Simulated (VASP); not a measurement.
# Si2Se (Fd-3m) in VASP: notebook

Si2Se is run at these levels: PBE; tasks: relaxation of cell and atoms, single point.

Everything below comes from runs of VASP 6.6.1. Logs are shortened: lines on timing, memory, paths and dates and some standing lists are left out, and cuts for length are marked.

**1. The cell of the first run**

Symmetry: Fd-3m, No. 227, cubic system. Conventional cell: a = 7.670 Å, b = 7.670 Å, c = 7.670 Å, α = 90.00°, β = 90.00°, γ = 90.00°. Si (site symmetry -3m) has 6 Si at 2.71 Å and 6 Se at 3.18 Å within 3.6 Å. Within 4.2 Å of Se (site symmetry -43m) lie 12 Si at 3.18 Å and 4 Se at 3.32 Å.

**2. Relaxation of cell and atoms, PBE**

The input, INCAR:

```
PREC = Accurate
ENCUT = 600
EDIFF = 1E-6
ISMEAR = 0
SIGMA = 0.1
LREAL = F
LASPH = T
NELM = 80
ALGO = Normal
ISIF = 3
LWAVE = F
LCHARG = F
GGA = PE
IBRION = 2
NSW = 90
EDIFFG = -0.04
```

The input, KPOINTS:

```
regular mesh
0
Gamma
  4 4 4
```

The input, POSCAR:

```
Si2Se
1.0
    0.0000000000      3.8348011146      3.8348011146
    3.8348011146      0.0000000000      3.8348011146
    3.8348011146      3.8348011146      0.0000000000
Si Se
4 2
Direct
    0.6250000000      0.6250000000      0.6250000000
    0.1250000000      0.6250000000      0.6250000000
    0.6250000000      0.6250000000      0.1250000000
    0.6250000000      0.1250000000      0.6250000000
    0.0000000000      0.0000000000      0.0000000000
    0.2500000000      0.2500000000      0.2500000000
```

Potentials or basis: VASP PAW PBE potentials, release 64 (Si, Se).

On the command line:

```bash
cat potpaw_PBE.64/Si/POTCAR potpaw_PBE.64/Se/POTCAR > POTCAR
mpirun -np 1 vasp_std > vasp.out
```

OUTCAR:

```text
PREC = Accurate
   ENCUT = 600
   EDIFF = 1E-6
   ISMEAR = 0
   LREAL = F
   LASPH = T
   NELM = 80
   ISIF = 3
   GGA = PE
   IBRION = 2
   NSW = 90
   EDIFFG = -0.04

 ion  position               nearest neighbor table
   1  0.625  0.625  0.625-   2 2.71   3 2.71   4 2.71   3 2.71   4 2.71   2 2.71
   2  0.125  0.625  0.625-   1 2.71   3 2.71   4 2.71   1 2.71   3 2.71   4 2.71
   3  0.625  0.625  0.125-   1 2.71   1 2.71   2 2.71   4 2.71   4 2.71   2 2.71
   4  0.625  0.125  0.625-   1 2.71   3 2.71   1 2.71   2 2.71   3 2.71   2 2.71
   5  0.000  0.000  0.000-
   6  0.250  0.250  0.250-

  LATTYP: Found a face centered cubic cell.
 ALAT       =     7.6696022292

  Lattice vectors:

 A1 = (   0.0000000000,   3.8348011146,   3.8348011146)
 A2 = (   3.8348011146,   0.0000000000,   3.8348011146)
 A3 = (   3.8348011146,   3.8348011146,   0.0000000000)

Analysis of symmetry for initial positions (statically):
=====================================================================
 Subroutine PRICEL returns:
 Original cell was already a primitive cell.

 Routine SETGRP: Setting up the symmetry group for a
 face centered cubic supercell.

 Subroutine GETGRP returns: Found 48 space group operations
 (whereof 24 operations were pure point group operations)
 out of a pool of 48 trial point group operations.

The static configuration has the point symmetry T_d .
 The point group associated with its full space group is O_h .

Analysis of symmetry for dynamics (positions and initial velocities):
=====================================================================
 Subroutine PRICEL returns:
 Original cell was already a primitive cell.

 Routine SETGRP: Setting up the symmetry group for a
 face centered cubic supercell.

 Subroutine GETGRP returns: Found 48 space group operations
 (whereof 24 operations were pure point group operations)
 out of a pool of 48 trial point group operations.

The dynamic configuration has the point symmetry T_d .
 The point group associated with its full space group is O_h .

 Subroutine INISYM returns: Found 48 space group operations
 (whereof 24 operations are pure point group operations),
 and found     1 'primitive' translations

----------------------------------------------------------------------------------------

                                     Primitive cell

  volume of cell :     112.7869

  direct lattice vectors                    reciprocal lattice vectors
     0.000000000  3.834801115  3.834801115    -0.130384858  0.130384858  0.130384858
     3.834801115  0.000000000  3.834801115     0.130384858 -0.130384858  0.130384858
     3.834801115  3.834801115  0.000000000     0.130384858  0.130384858 -0.130384858

  length of vectors
     5.423227745  5.423227745  5.423227745     0.225833199  0.225833199  0.225833199

  position of ions in fractional coordinates (direct lattice)
     0.625000000  0.625000000  0.625000000
     0.125000000  0.625000000  0.625000000
     0.625000000  0.625000000  0.125000000
     0.625000000  0.125000000  0.625000000
     0.000000000  0.000000000  0.000000000
     0.250000000  0.250000000  0.250000000

  ion indices of the primitive-cell ions
   primitive index   ion index
                 1           1
                 2           2
                 3           3
                 4           4
                 5           5
                 6           6

----------------------------------------------------------------------------------------

 KPOINTS: regular mesh

Automatic generation of k-mesh.
 Grid dimensions read from file:
 generate k-points for:    4    4    4

 Generating k-lattice:

  Cartesian coordinates                     Fractional coordinates (reciprocal lattice)
    -0.032596215  0.032596215  0.032596215     0.250000000  0.000000000  0.000000000
     0.032596215 -0.032596215  0.032596215     0.000000000  0.250000000  0.000000000
     0.032596215  0.032596215 -0.032596215     0.000000000  0.000000000  0.250000000

  Length of vectors
     0.056458300  0.056458300  0.056458300

  Shift w.r.t. Gamma in fractional coordinates (k-lattice)
     0.000000000  0.000000000  0.000000000

 Subroutine IBZKPT returns following result:
 ===========================================

 Found      8 irreducible k-points:

 Following reciprocal coordinates:
            Coordinates               Weight
  0.000000  0.000000  0.000000      1.000000
  0.250000  0.000000  0.000000      8.000000
  0.500000  0.000000  0.000000      4.000000
  0.250000  0.250000  0.000000      6.000000
  0.500000  0.250000  0.000000     24.000000
 -0.250000  0.250000  0.000000     12.000000
  0.500000  0.500000  0.000000      3.000000
 -0.250000  0.500000  0.250000      6.000000
   k-points           NKPTS =      8   k-points in BZ     NKDIM =      8   number of bands    NBANDS=     18
   number of dos      NEDOS =    301   number of ions     NIONS =      6
   total plane-waves  NPLWV = 110592
   dimension x,y,z NGX =    48 NGY =   48 NGZ =   48
   dimension x,y,z NGXF=    96 NGYF=   96 NGZF=   96
   ions per type =               4   2
   NGX,Y,Z   is equivalent  to a cutoff of  14.71, 14.71, 14.71 a.u.
   NGXF,Y,Z  is equivalent  to a cutoff of  29.43, 29.43, 29.43 a.u.
 SYSTEM =  unknown system
   PREC   = accura    normal or accurate (medium, high low for compatibility)
   ISTART =      0    job   : 0-new  1-cont  2-samecut
   ICHARG =      2    charge: 1-file 2-atom 10-const
   ISPIN  =      1    spin polarized calculation?
   LNONCOLLINEAR =      F non collinear calculations
   LSORBIT =      F    spin-orbit coupling
   LASPH  =      T    aspherical Exc in radial PAW
   ENCUT  =  600.0 eV  44.10 Ry    6.64 a.u.  10.83 10.83 10.83*2*pi/ulx,y,z
   NELM   =     80;   NELMIN=  2; NELMDL= -5     # of ELM steps
   EDIFF  = 0.1E-05   stopping-criterion for ELM
   LREAL  =      F    real-space projection
   EDIFFG = -.4E-01   stopping-criterion for IOM
   NSW    =     90    number of steps for IOM
   IBRION =      2    ionic relax: 0-MD 1-quasi-New 2-CG
   NFREE  =      1    steps in history (QN), initial steepest desc. (CG)
   ISIF   =      3    stress and relaxation
   ISYM   =      2    0-nonsym 1-usesym 2-fastsym
   POTIM  = 0.5000    time-step for ionic-motion
   TEBEG  =    0.0;   TEEND  =   0.0 temperature during run
   PSTRESS=    0.0 pullay stress
   NELECT =      28.0000    total number of electrons
   NUPDOWN=      -1.0000    fix difference up-down
   EMIN   =  10.00;   EMAX   =-10.00  energy-range for DOS
   EFERMI =   0.00;   METHOD = LEGACY
   ISMEAR =     0;   SIGMA  =   0.10  broadening in eV -4-tet -1-fermi 0-gaus
   EFERMI_NEDOS =   21; number of points for ismear=-14 and -15
   IALGO  =     38    algorithm
   IMIX   =      4    mixing-type and parameters
     AMIX     =   0.40;   BMIX     =  1.00
     AMIX_MAG =   1.60;   BMIX_MAG =  1.00
  volume/ion in A,a.u.               =      18.80       126.85
  Fermi-wavevector in a.u.,A,eV,Ry     =   1.028904  1.944346 14.403706  1.058643
  Thomas-Fermi vector in A             =   2.162924
   LORBIT       =      0    0 simple, 1 ext, 2 COOP (PROOUT), +10 PAW based schemes
   GGA     = PE    functional components
   LHFCALC =     F    Hartree Fock is set to
   AEXX    =    0.0000 exact exchange contribution
   IVDW    =     0    specifies the selected vdW correction
   LEPSILON=     F    determine dielectric tensor
   LRPA    =     F    only Hartree local field effects (RPA)
 conjugate gradient relaxation of ions
 non-spin polarized calculation
 Gauss-broadening in eV      SIGMA  =   0.10
  energy-cutoff  :      600.00
  volume of cell :      112.79
 maximum number of plane-waves:      3812
 NGX is ok and might be reduce to    48
   NGX = 21   NGY = 21   NGZ = 21

--------------------------------------- Ionic step        1  -------------------------------------------

 number of electron      27.9999999 magnetization

 Free energy of the ion-electron system (eV)
  ---------------------------------------------------
  ext. energy  EPLUGINS =         0.00000000
  ---------------------------------------------------
  free energy    TOTEN  =       -24.75037060 eV

  energy without entropy =      -24.73424906  energy(sigma->0) =      -24.74230983

------------------------ aborting loop because EDIFF is reached ----------------------------------------

  FORCE on cell =-STRESS in cart. coord.  units (eV):
  Direction    XX          YY          ZZ          XY          YZ          ZX
  --------------------------------------------------------------------------------------
  -------------------------------------------------------------------------------------
  Total       -3.0669818     -3.0669818     -3.0669818      0.0000000      0.0000000      0.0000000
  in kB      -43.5675610    -43.5675610    -43.5675610      0.0000000      0.0000000      0.0000000
  external PRESSURE =     -43.5675610 kB  Pullay stress =       0.0000000 kB
[... 65 lines left out ...]
  energy  without entropy=      -24.8373700869  energy(sigma->0) =      -24.84845495

--------------------------------------- Ionic step        3  -------------------------------------------

 number of electron      28.0000000 magnetization

 Free energy of the ion-electron system (eV)
  ---------------------------------------------------
  ext. energy  EPLUGINS =         0.00000000
  ---------------------------------------------------
  free energy    TOTEN  =       -24.86016198 eV

  energy without entropy =      -24.83881274  energy(sigma->0) =      -24.84948736

 E-fermi :   7.3323     XC(G=0): -10.6810

 val. band max:        7.2167490459   @ k =  -0.2500   0.2500   0.0000
 cond. band min:       7.3806565101   @ k =   0.5000   0.2500   0.0000
 fundamental gap:      0.1639074643
 Fermi energy:         7.3322541635

 k-point     1 :       0.0000    0.0000    0.0000
  band No.  band energies     occupation
      1      -7.4596      2.00000
      2      -4.4341      2.00000
      3      -2.4967      2.00000
      4       1.2868      2.00000
      5       2.0042      2.00000
      6       2.0042      2.00000
[... 10 lines left out ...]
     17       9.5959      0.00000
     18       9.5959      0.00000
[... 178 lines left out ...]
  FREE ENERGIE OF THE ION-ELECTRON SYSTEM (eV)
  ---------------------------------------------------
  free  energy   TOTEN  =       -24.8601619838 eV

  energy  without entropy=      -24.8388127368  energy(sigma->0) =      -24.84948736

 reached required accuracy - stopping structural energy minimisation
```

It took 2.1 min on 1 thread of Intel Xeon 8259CL, shared host; peak memory 0.32 GiB.

What came out:

```yaml
Free_energy: -24.8602 eV
Relaxed_volume: 17.53 Å³/atom
Relaxed_cell: a = 5.298 Å, b = 5.298 Å, c = 5.298 Å, α = 60.00°, β = 60.00°, γ = 60.00°
Space_group_after_relaxing_to_0.05_Å: Fd-3m (No. 227)
Energy_gained_by_relaxing: 18.3 meV/atom
Ionic_steps: 3
Pressure_after_relaxing: 0.0 GPa
Band_gap_on_the_k_mesh: zero (band 14 reaches 7.38 eV, above the bottom of band 15 at 5.61 eV)
```

The path:
```
step  energy change (eV)  largest force (eV/Å)  pressure (GPa)  volume (Å³)
   1              0.0000                0.0000           -4.36       112.79
   2             -0.1092                0.0000            0.37       104.65
   3             -0.1098                0.0000            0.01       105.18
```

Final structure:
```
CELL_PARAMETERS angstrom
0.00000 3.74652 3.74652
3.74652 0.00000 3.74652
3.74652 3.74652 0.00000
ATOMIC_POSITIONS crystal
Si 0.62500 0.62500 0.62500
Si 0.12500 0.62500 0.62500
Si 0.62500 0.62500 0.12500
Si 0.62500 0.12500 0.62500
Se 0.00000 0.00000 0.00000
Se 0.25000 0.25000 0.25000
```

**3. Single point, PBE**

This run uses another cell than the first one, of 17.47 Å³/atom, 0.929 times its volume.

The input, INCAR:

```
SYSTEM = Si2Se
PREC = Accurate
ENCUT = 520
EDIFF = 1E-6
ISMEAR = 0
SIGMA = 0.1
LREAL = .False.
LASPH = .True.
NELM = 80
ALGO = Normal
ISIF = 2
LWAVE = .False.
LCHARG = .True.
GGA = PE
LELF = .True.
LVHAR = .True.
NBANDS = 23
```

The input, KPOINTS:

```
Automatic mesh
0
Gamma
  10 10 10
  0 0 0
```

The input, POSCAR:

```
Si2Se
1.0
    0.0000000000      3.7421955591      3.7421955591
    3.7421955591      0.0000000000      3.7421955591
    3.7421955591      3.7421955591      0.0000000000
Si Se
4 2
Direct
    0.1250000000      0.1250000000      0.1250000000
    0.6250000000      0.1250000000      0.1250000000
    0.1250000000      0.1250000000      0.6250000000
    0.1250000000      0.6250000000      0.1250000000
    0.5000000000      0.5000000000      0.5000000000
    0.7500000000      0.7500000000      0.7500000000
```

Potentials or basis: VASP PAW PBE potentials, release 64 (Si, Se).

On the command line:

```bash
cat potpaw_PBE.64/Si/POTCAR potpaw_PBE.64/Se/POTCAR > POTCAR
mpirun -np 1 vasp_std > vasp.out
```

It took 2.8 min on 1 thread of Intel Xeon 8259CL, shared host; peak memory 0.29 GiB.

Results (log left out):

| Quantity | Value |
| --- | --- |
| Free energy | -24.8597 eV |
| Pressure | 0.0 GPa |
| Band gap on the k mesh | zero (band 14 reaches 8.16 eV, above the bottom of band 15 at 5.65 eV) |

Levels at points of the mesh, in eV from the Fermi level:
| k point | band 10 | band 11 | band 12 | band 13 | band 14 | band 15 | band 16 | band 17 | band 18 | band 19 |
| --- | --- | --- | --- | --- | --- | --- | --- | --- | --- | --- |
| (0.00, 0.00, 0.00) | -5.16 | -3.51 | -3.51 | -3.51 | -1.87 | -1.87 | 2.11 | 2.11 | 2.11 | 5.32 |
| (0.50, 0.00, 0.00) | -2.74 | -1.66 | -1.66 | -0.68 | -0.68 | 0.13 | 1.63 | 2.40 | 2.40 | 3.01 |
| (0.50, 0.50, 0.00) | -1.56 | -1.32 | -1.32 | -0.33 | -0.33 | 0.50 | 0.50 | 0.77 | 0.77 | 1.36 |

**4. Relaxation of cell and atoms, PBE**

This run uses another cell than the first one, of 17.49 Å³/atom, 0.931 times its volume.

The input, INCAR:

```
PREC = Accurate
ENCUT = 600
EDIFF = 1E-6
ISMEAR = 0
SIGMA = 0.1
LREAL = False
LASPH = True
NELM = 100
ALGO = Normal
ISIF = 3
LWAVE = False
LCHARG = False
GGA = PE
IBRION = 2
NSW = 100
EDIFFG = -0.01
```

The input, KPOINTS:

```
regular mesh
0
Gamma
  10 10 10
```

Changes to POSCAR since step 3:

```diff
@@ -2,5 +2,5 @@
 1.0
-    0.0000000000      3.7421955591      3.7421955591
-    3.7421955591      0.0000000000      3.7421955591
-    3.7421955591      3.7421955591      0.0000000000
+    0.0000000000      3.7438699526      3.7438699526
+    3.7438699526      0.0000000000      3.7438699526
+    3.7438699526      3.7438699526      0.0000000000
 Si Se
```

Potentials or basis: VASP PAW PBE potentials, release 64 (Si, Se).

On the command line:

```bash
cat potpaw_PBE.64/Si/POTCAR potpaw_PBE.64/Se/POTCAR > POTCAR
mpirun -np 1 vasp_std > vasp.out
```

OUTCAR:

```text
PREC = Accurate
   ENCUT = 600
   EDIFF = 1E-6
   ISMEAR = 0
   LREAL = False
   LASPH = True
   NELM = 100
   ISIF = 3
   GGA = PE
   IBRION = 2
   NSW = 100
   EDIFFG = -0.01

 ion  position               nearest neighbor table
   1  0.125  0.125  0.125-   2 2.65   3 2.65   4 2.65   3 2.65   4 2.65   2 2.65
   2  0.625  0.125  0.125-   1 2.65   3 2.65   4 2.65   1 2.65   3 2.65   4 2.65
   3  0.125  0.125  0.625-   1 2.65   1 2.65   2 2.65   4 2.65   4 2.65   2 2.65
   4  0.125  0.625  0.125-   1 2.65   3 2.65   1 2.65   2 2.65   3 2.65   2 2.65
   5  0.500  0.500  0.500-
   6  0.750  0.750  0.750-

  LATTYP: Found a face centered cubic cell.
[... 762 lines left out ...]
  Total        0.0070729      0.0070729      0.0070729      0.0000000      0.0000000     -0.0000000
  in kB        0.1081350      0.1081350      0.1081350      0.0000000      0.0000000     -0.0000000
  external PRESSURE =       0.1081350 kB  Pullay stress =       0.0000000 kB

 VOLUME and BASIS-vectors are now :
 -----------------------------------------------------------------------------
  energy-cutoff  :      600.00
  volume of cell :      104.80
      direct lattice vectors                 reciprocal lattice vectors
     0.000000000  3.741999671  3.741999671    -0.133618398  0.133618398  0.133618398
     3.741999671 -0.000000000  3.741999671     0.133618398 -0.133618398  0.133618398
     3.741999671  3.741999671  0.000000000     0.133618398  0.133618398 -0.133618398

 POSITION                                       TOTAL-FORCE (eV/Angst)
 -----------------------------------------------------------------------------------
      0.93550      0.93550      0.93550         0.000000     -0.000000     -0.000000
      0.93550      2.80650      2.80650         0.000000     -0.000000     -0.000000
      2.80650      2.80650      0.93550         0.000000     -0.000000     -0.000000
      2.80650      0.93550      2.80650         0.000000     -0.000000     -0.000000
      3.74200      3.74200      3.74200        -0.000000     -0.000000     -0.000000
      5.61300      5.61300      5.61300         0.000000      0.000000      0.000000
 -----------------------------------------------------------------------------------
    total drift:                               -0.000000     -0.000000      0.000000

  FREE ENERGIE OF THE ION-ELECTRON SYSTEM (eV)
  ---------------------------------------------------
  free  energy   TOTEN  =       -24.8600358037 eV

  energy  without entropy=      -24.8404282210  energy(sigma->0) =      -24.85023201

 reached required accuracy - stopping structural energy minimisation
```

CONTCAR:

```text
Si2Se
   1.00000000000000
     0.0000000000000000    3.7419996707085854    3.7419996707085854
     3.7419996707085854   -0.0000000000000000    3.7419996707085854
     3.7419996707085854    3.7419996707085854    0.0000000000000000
  Si              Se
     4     2
Direct
     0.1250000000000000    0.1250000000000000    0.1250000000000000
     0.6250000000000000    0.1250000000000000    0.1250000000000000
     0.1250000000000000    0.1250000000000000    0.6250000000000000
     0.1250000000000000    0.6250000000000000    0.1250000000000000
     0.5000000000000000    0.5000000000000000    0.5000000000000000
     0.7500000000000000    0.7500000000000000    0.7500000000000000

  0.00000000E+00  0.00000000E+00  0.00000000E+00
  0.00000000E+00  0.00000000E+00  0.00000000E+00
  0.00000000E+00  0.00000000E+00  0.00000000E+00
  0.00000000E+00  0.00000000E+00  0.00000000E+00
  0.00000000E+00  0.00000000E+00  0.00000000E+00
  0.00000000E+00  0.00000000E+00  0.00000000E+00
```

Run time: 4.5 min. Hardware: 1 thread of Intel Xeon 8259CL, shared host; peak memory 0.32 GiB.

Results:

```yaml
Free_energy: -24.8600 eV
Relaxed_volume: 17.47 Å³/atom
Relaxed_cell: a = 5.292 Å, b = 5.292 Å, c = 5.292 Å, α = 60.00°, β = 60.00°, γ = 60.00°
Space_group_after_relaxing_to_0.05_Å: Fd-3m (No. 227)
Energy_gained_by_relaxing: 0.0 meV/atom
Ionic_steps: 2
Pressure_after_relaxing: 0.0 GPa
Band_gap_on_the_k_mesh: zero (band 14 reaches 8.17 eV, above the bottom of band 15 at 5.65 eV)
```

Final structure:
```cif
data_structure
_symmetry_space_group_name_H-M 'P 1'
_symmetry_Int_Tables_number 1
_cell_length_a 5.2920
_cell_length_b 5.2920
_cell_length_c 5.2920
_cell_angle_alpha 60.000
_cell_angle_beta 60.000
_cell_angle_gamma 60.000
_cell_volume 104.80
loop_
_atom_site_label
_atom_site_type_symbol
_atom_site_fract_x
_atom_site_fract_y
_atom_site_fract_z
_atom_site_occupancy
Si1 Si 0.12500 0.12500 0.12500 1
Si2 Si 0.62500 0.12500 0.12500 1
Si3 Si 0.12500 0.12500 0.62500 1
Si4 Si 0.12500 0.62500 0.12500 1
Se1 Se 0.50000 0.50000 0.50000 1
Se2 Se 0.75000 0.75000 0.75000 1
```

**5. Overview**

```tsv
task	cell	k mesh	cutoff (eV)	gap on the mesh (eV)	pressure (GPa)	relaxed volume (Å³/atom)
relaxation of cell and atoms	relaxed from a = 5.423 Å, angles 60.0°, 6 atoms	4 × 4 × 4	600	none	0.0	17.53
single point	a = 5.292 Å, angles 60.0°, 6 atoms	10 × 10 × 10	520	none	0.0	-
relaxation of cell and atoms	relaxed from a = 5.295 Å, angles 60.0°, 6 atoms	10 × 10 × 10	600	none	0.0	17.47
```

Alike in all rows: level PBE; potentials or basis VASP PAW PBE potentials, release 64 (Si, Se); no spin polarisation; smearing gaussian 0.1 eV.

Total energies depend on the potentials used, so only differences within one code and one set of settings carry meaning.
